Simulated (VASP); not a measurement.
Mo: single point with r2SCAN

System: Mo, a slab with vacuum.

```xyz
5
Lattice="2.7286 0.0000 0.0000 -0.9095 2.5725 0.0000 0.0000 0.0000 24.9115" Properties=species:S:1:pos:R:3 pbc="T T T"
Mo    0.0000    0.0000    8.0000
Mo    0.9095    1.2863   10.2279
Mo    0.0000    0.0000   12.4558
Mo    0.9095    1.2863   14.6836
Mo    0.0000    0.0000   16.9115
```

* Program: VASP 6.6.1
* Task: single point
* Functional: r2SCAN
* Potentials or basis: VASP PAW PBE potentials, release 64 (Mo_sv)
* Cutoff: 520 eV
* k mesh: 13 × 13 × 1
* Occupations: fermi-dirac, width 0.08 eV
* Spin: no spin polarisation

* Largest force: 0.708 eV/Å
* Band gap on the k mesh: zero (bands 35 and 36 overlap by 2.42 eV)

Forces in eV/Å, atoms in the order of the input:
```
Mo   0.000  0.000  0.650
Mo   0.000  0.000 -0.708
Mo   0.000  0.000  0.000
Mo   0.000  0.000  0.708
Mo   0.000  0.000 -0.650
```

Levels at points of the mesh, in eV from the Fermi level:
| k point | band 31 | band 32 | band 33 | band 34 | band 35 | band 36 | band 37 | band 38 | band 39 | band 40 |
| --- | --- | --- | --- | --- | --- | --- | --- | --- | --- | --- |
| (0.00, 0.00, 0.00) | -1.61 | -1.55 | -1.45 | -1.13 | -0.88 | -0.12 | 0.26 | 1.11 | 1.34 | 1.37 |

It took 16 min on 1 thread of Intel(R) Xeon(R) 6975P-C (Granite Rapids) (shared host), peak memory 0.45 GiB.

Caveat: the PAW data sets were made with another functional, which shifts forces and pressure a little.
